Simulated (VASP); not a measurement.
# Co (P6_3/mmc) in VASP: notebook, part 2 of 2

VASP 6.6.1. Earlier steps stand in the parts before.

**6. Single point, r2SCAN**

Contents of POSCAR:

```
Co
1.0
    2.4271453599      0.0000000000      0.0000000000
   -1.2135726799      2.1019695403      0.0000000000
    0.0000000000      0.0000000000      3.9126468420
Co
2
Direct
    0.3333333333      0.6666666667      0.2500000000
    0.6666666667      0.3333333333      0.7500000000
```

Contents of INCAR.step1:

```
  PREC = Accurate
  ENCUT = 520
  ISMEAR = 0
  SIGMA = 0.1
  LREAL = F
  LASPH = T
  NELM = 80
  NBANDS = 16
  GGA = PE
  ALGO = Normal
  EDIFF = 1E-4
  LWAVE = T
  LCHARG = F
```

Contents of INCAR.step2:

```
  PREC = Accurate
  ENCUT = 520
  EDIFF = 1E-7
  ISMEAR = 0
  SIGMA = 0.1
  LREAL = F
  LASPH = T
  NELM = 80
  ALGO = Normal
  ISIF = 2
  LWAVE = F
  LCHARG = T
  METAGGA = R2SCAN
  LMIXTAU = T
  LELF = T
  LVHAR = T
  NBANDS = 16
  ISTART = 1
```

Contents of KPOINTS:

```
Automatic mesh
0
Gamma
  15 15 8
```

Potentials or basis: VASP PAW PBE potentials, release 64 (Co).

On the command line:

```
cat potpaw_PBE.64/Co/POTCAR > POTCAR
cp INCAR.step1 INCAR
mpirun -np 1 vasp_std > vasp.out
cp INCAR.step2 INCAR
mpirun -np 1 vasp_std > vasp.out
```

OUTCAR:

```text
PREC = Accurate
   ENCUT = 520
   EDIFF = 1E-7
   ISMEAR = 0
   LREAL = F
   LASPH = T
   NELM = 80
   ISIF = 2
   METAGGA = R2SCAN
   ISTART = 1

 ion  position               nearest neighbor table
   1  0.333  0.667  0.250-   2 2.41   2 2.41   2 2.41   2 2.41   2 2.41   2 2.41
   2  0.667  0.333  0.750-   1 2.41   1 2.41   1 2.41   1 2.41   1 2.41   1 2.41

  LATTYP: Found a hexagonal cell.
 ALAT       =     2.4271453599
 C/A-ratio  =     1.6120364716

  Lattice vectors:

 A1 = (   2.4271453599,   0.0000000000,   0.0000000000)
 A2 = (  -1.2135726799,   2.1019695403,   0.0000000000)
 A3 = (   0.0000000000,   0.0000000000,   3.9126468420)

Analysis of symmetry for initial positions (statically):
=====================================================================
 Subroutine PRICEL returns:
 Original cell was already a primitive cell.

 Routine SETGRP: Setting up the symmetry group for a
 hexagonal supercell.

 Subroutine GETGRP returns: Found 24 space group operations
 (whereof 12 operations were pure point group operations)
 out of a pool of 24 trial point group operations.

The static configuration has the point symmetry D_3d.
 The point group associated with its full space group is D_6h.

Analysis of symmetry for dynamics (positions and initial velocities):
=====================================================================
 Subroutine PRICEL returns:
 Original cell was already a primitive cell.

 Routine SETGRP: Setting up the symmetry group for a
 hexagonal supercell.

 Subroutine GETGRP returns: Found 24 space group operations
 (whereof 12 operations were pure point group operations)
 out of a pool of 24 trial point group operations.

The dynamic configuration has the point symmetry D_3d.
 The point group associated with its full space group is D_6h.

 Subroutine INISYM returns: Found 24 space group operations
 (whereof 12 operations are pure point group operations),
 and found     1 'primitive' translations

----------------------------------------------------------------------------------------

                                     Primitive cell

  volume of cell :      19.9615

  direct lattice vectors                    reciprocal lattice vectors
     2.427145360  0.000000000  0.000000000     0.412006638  0.237872143  0.000000000
    -1.213572680  2.101969540  0.000000000     0.000000000  0.475744287  0.000000000
     0.000000000  0.000000000  3.912646842     0.000000000  0.000000000  0.255581462

  length of vectors
     2.427145360  2.427145360  3.912646842     0.475744287  0.475744287  0.255581462

  position of ions in fractional coordinates (direct lattice)
     0.333333333  0.666666667  0.250000000
     0.666666667  0.333333333  0.750000000

  ion indices of the primitive-cell ions
   primitive index   ion index
                 1           1
                 2           2

----------------------------------------------------------------------------------------

 KPOINTS: Automatic mesh

Automatic generation of k-mesh.
 Grid dimensions read from file:
 generate k-points for:   15   15    8

 Generating k-lattice:

  Cartesian coordinates                     Fractional coordinates (reciprocal lattice)
     0.027467109  0.015858143  0.000000000     0.066666667  0.000000000  0.000000000
     0.000000000  0.031716286  0.000000000     0.000000000  0.066666667  0.000000000
     0.000000000  0.000000000  0.031947683     0.000000000  0.000000000  0.125000000

  Length of vectors
     0.031716286  0.031716286  0.031947683

  Shift w.r.t. Gamma in fractional coordinates (k-lattice)
     0.000000000  0.000000000  0.000000000

 Subroutine IBZKPT returns following result:
 ===========================================

 Found    135 irreducible k-points:

 Following reciprocal coordinates:
            Coordinates               Weight
  0.000000  0.000000  0.000000      1.000000
  0.066667 -0.000000  0.000000      6.000000
  0.133333 -0.000000  0.000000      6.000000
  0.200000  0.000000  0.000000      6.000000
  0.266667 -0.000000  0.000000      6.000000
  0.333333  0.000000  0.000000      6.000000
[... 16 lines left out ...]
  0.333333  0.200000  0.000000     12.000000
  0.400000  0.200000  0.000000      6.000000
 [... further k-points ...]
   k-points           NKPTS =    135   k-points in BZ     NKDIM =    135   number of bands    NBANDS=     16
   number of dos      NEDOS =    301   number of ions     NIONS =      2
   total plane-waves  NPLWV =   9720
   dimension x,y,z NGX =    18 NGY =   18 NGZ =   30
   dimension x,y,z NGXF=    36 NGYF=   36 NGZF=   60
   ions per type =               2
   NGX,Y,Z   is equivalent  to a cutoff of  12.33, 12.33, 12.75 a.u.
   NGXF,Y,Z  is equivalent  to a cutoff of  24.66, 24.66, 25.49 a.u.
 SYSTEM =  unknown system
   PREC   = accura    normal or accurate (medium, high low for compatibility)
   ISTART =      1    job   : 0-new  1-cont  2-samecut
   ICHARG =      0    charge: 1-file 2-atom 10-const
   ISPIN  =      1    spin polarized calculation?
   LNONCOLLINEAR =      F non collinear calculations
   LSORBIT =      F    spin-orbit coupling
   LASPH  =      T    aspherical Exc in radial PAW
   ENCUT  =  520.0 eV  38.22 Ry    6.18 a.u.   4.51  4.51  7.27*2*pi/ulx,y,z
   NELM   =     80;   NELMIN=  2; NELMDL=  0     # of ELM steps
   EDIFF  = 0.1E-06   stopping-criterion for ELM
   LREAL  =      F    real-space projection
   EDIFFG = 0.1E-05   stopping-criterion for IOM
   NSW    =      0    number of steps for IOM
   IBRION =     -1    ionic relax: 0-MD 1-quasi-New 2-CG
   NFREE  =      0    steps in history (QN), initial steepest desc. (CG)
   ISIF   =      2    stress and relaxation
   ISYM   =      2    0-nonsym 1-usesym 2-fastsym
   POTIM  = 0.5000    time-step for ionic-motion
   TEBEG  =    0.0;   TEEND  =   0.0 temperature during run
   PSTRESS=    0.0 pullay stress
   NELECT =      18.0000    total number of electrons
   NUPDOWN=      -1.0000    fix difference up-down
   EMIN   =  10.00;   EMAX   =-10.00  energy-range for DOS
   EFERMI =   0.00;   METHOD = LEGACY
   ISMEAR =     0;   SIGMA  =   0.10  broadening in eV -4-tet -1-fermi 0-gaus
   EFERMI_NEDOS =   21; number of points for ismear=-14 and -15
   IALGO  =     38    algorithm
   IMIX   =      4    mixing-type and parameters
     AMIX     =   0.40;   BMIX     =  1.00
     AMIX_MAG =   1.60;   BMIX_MAG =  1.00
  volume/ion in A,a.u.               =       9.98        67.35
  Fermi-wavevector in a.u.,A,eV,Ry     =   1.581617  2.988823 34.035150  2.501513
  Thomas-Fermi vector in A             =   2.681665
   LORBIT       =      0    0 simple, 1 ext, 2 COOP (PROOUT), +10 PAW based schemes
   METAGGA = R2SCAN    functional components
   LHFCALC =     F    Hartree Fock is set to
   AEXX    =    0.0000 exact exchange contribution
   IVDW    =     0    specifies the selected vdW correction
   LEPSILON=     F    determine dielectric tensor
   LRPA    =     F    only Hartree local field effects (RPA)
 non-spin polarized calculation
 Gauss-broadening in eV      SIGMA  =   0.10
  energy-cutoff  :      520.00
  volume of cell :       19.96
 maximum number of plane-waves:       556
 NGX is ok and might be reduce to    18
   NGX =  9   NGY =  9   NGZ = 15

 number of electron      17.9999995 magnetization

 Free energy of the ion-electron system (eV)
  ---------------------------------------------------
  ext. energy  EPLUGINS =         0.00000000
  ---------------------------------------------------
  free energy    TOTEN  =       -25.42271868 eV

  energy without entropy =      -25.39613644  energy(sigma->0) =      -25.40942756

 E-fermi :  11.2768     XC(G=0): -15.1899

 val. band max:       11.2759144551   @ k =   0.2000   0.0667   0.3750
 cond. band min:      11.2818304963   @ k =   0.4000   0.2000   0.2500
 fundamental gap:      0.0059160412
 Fermi energy:        11.2768008831

 k-point     1 :       0.0000    0.0000    0.0000
  band No.  band energies     occupation
      1       1.4563      2.00000
      2       5.9745      2.00000
      3       9.2061      2.00000
      4       9.2281      2.00000
      5       9.2282      2.00000
      6       9.6226      2.00000
[... 8 lines left out ...]
     15      38.4415      0.00000
     16      38.6964      0.00000
[... 419 lines left out ...]
 k-point    24 :       0.4000    0.2000    0.0000
  band No.  band energies     occupation
      1       6.9471      2.00000
      2       6.9873      2.00000
      3       7.0486      2.00000
      4       8.0723      2.00000
      5       8.8067      2.00000
      6       9.0549      2.00000
[... 8 lines left out ...]
     15      24.1961      0.00000
     16      26.0029      0.00000

 [... further k-points ...]

------------------------ aborting loop because EDIFF is reached ----------------------------------------

  FORCE on cell =-STRESS in cart. coord.  units (eV):
  Direction    XX          YY          ZZ          XY          YZ          ZX
  --------------------------------------------------------------------------------------
  -------------------------------------------------------------------------------------
  Total       -0.0863669     -0.0863669     -0.0811595     -0.0000000     -0.0000000      0.0000000
  in kB       -6.9321059     -6.9321059     -6.5141401     -0.0000000     -0.0000000      0.0000000
  external PRESSURE =      -6.7927840 kB  Pullay stress =       0.0000000 kB

 VOLUME and BASIS-vectors are now :
 -----------------------------------------------------------------------------
  energy-cutoff  :      520.00
  volume of cell :       19.96
      direct lattice vectors                 reciprocal lattice vectors
     2.427145360  0.000000000  0.000000000     0.412006638  0.237872143  0.000000000
    -1.213572680  2.101969540  0.000000000     0.000000000  0.475744287  0.000000000
     0.000000000  0.000000000  3.912646842     0.000000000  0.000000000  0.255581462

 POSITION                                       TOTAL-FORCE (eV/Angst)
 -----------------------------------------------------------------------------------
     -0.00000      1.40131      0.97816        -0.000000     -0.000000      0.000000
      1.21357      0.70066      2.93449         0.000000      0.000000      0.000000
 -----------------------------------------------------------------------------------
    total drift:                                0.000000     -0.000000     -0.000000

  FREE ENERGIE OF THE ION-ELECTRON SYSTEM (eV)
  ---------------------------------------------------
  free  energy   TOTEN  =       -25.4227186840 eV

  energy  without entropy=      -25.3961364433  energy(sigma->0) =      -25.40942756
```

OUTCAR.step1:

```text
PREC = Accurate
   ENCUT = 520
   ISMEAR = 0
   LREAL = F
   LASPH = T
[... 680 lines left out ...]
 -----------------------------------------------------------------------------------
     -0.00000      1.40131      0.97816        -0.000000      0.000000      0.000000
      1.21357      0.70066      2.93449         0.000000      0.000000      0.000000
 -----------------------------------------------------------------------------------
    total drift:                                0.000000     -0.000000     -0.000000

  FREE ENERGIE OF THE ION-ELECTRON SYSTEM (eV)
  ---------------------------------------------------
  free  energy   TOTEN  =       -13.6386197910 eV

  energy  without entropy=      -13.6117230682  energy(sigma->0) =      -13.62517143
```

Wall time 2.5 min (1 thread of Intel Xeon Platinum 8259CL at 2.50GHz (Skylake/Cascade Lake), shared host); peak memory 0.16 GiB.

Results:

- Free energy: -25.4227 eV
- Pressure: -0.7 GPa
- Band gap on the k mesh: zero (bands 9 and 10 overlap by 1.69 eV)

Levels at points of the mesh, in eV from the Fermi level:
| k point | band 5 | band 6 | band 7 | band 8 | band 9 | band 10 | band 11 | band 12 | band 13 | band 14 |
| --- | --- | --- | --- | --- | --- | --- | --- | --- | --- | --- |
| (0.00, 0.00, 0.00) | -2.05 | -1.65 | -1.65 | -1.25 | -1.25 | -0.17 | 0.09 | 0.09 | 7.92 | 23.55 |
| (0.00, 0.00, 0.50) | -2.14 | -2.14 | -2.14 | -2.14 | -0.27 | -0.27 | -0.27 | -0.27 | 16.90 | 16.90 |

Caveat: the PAW data sets were made with another functional, which shifts forces and pressure a little; the run has no spin polarisation, though such a crystal can be magnetic.

**7. Summary**

| smearing | gap on the mesh (eV) | pressure (GPa) |
| --- | --- | --- |
| fermi-dirac 0.1 eV | none | 0.2 |
| gaussian 0.01 eV | none | -0.8 |
| gaussian 0.03 eV | none | -0.8 |
| gaussian 0.1 eV | none | -0.7 |

Alike in all rows: task single point; level r2SCAN; potentials or basis VASP PAW PBE potentials, release 64 (Co); no spin polarisation; cell as given; k mesh 15 × 15 × 8; cutoff (eV) 520.

Caveats: the PAW data sets were made with another functional, which shifts forces and pressure a little; the run has no spin polarisation, though such a crystal can be magnetic.

Absolute energies hang on the potentials; compare differences alone.
